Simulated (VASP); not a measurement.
A run of VASP 6.6.1:

Contents of INCAR:

```
  PREC = Accurate
  ENCUT = 520
  EDIFF = 1E-6
  ISMEAR = -1
  SIGMA = 0.05
  LREAL = F
  LASPH = T
  NELM = 80
  ALGO = Normal
  ISIF = 2
  LWAVE = F
  LCHARG = F
  NBANDS = 12
```

File KPOINTS:

```
regular mesh
0
Gamma
  14 14 8
```

Contents of POSCAR:

```
Sb
1.0
    2.9108381259      0.0000000000      0.0000000000
   -1.4554190629      2.5208597633      0.0000000000
    0.0000000000      0.0000000000      4.7587567468
Sb
2
Direct
    0.3333333333      0.6666666667      0.2500000000
    0.6666666667      0.3333333333      0.7500000000
```

Potentials or basis: VASP PAW LDA potentials, release 64 (Sb).

Run with:

```sh
$ cat potpaw_LDA.64/Sb/POTCAR > POTCAR
$ mpirun -np 1 vasp_std > vasp.out
```

Hardware: 1 thread of Intel Xeon 6975P-C (shared host).

Problem. Estimate the wall time of this run.

Solution. Run time: 19 s on 1 thread of Intel Xeon 6975P-C, on a shared host, peak memory 0.17 GiB. Counts: scf iterations 10, k points 120.
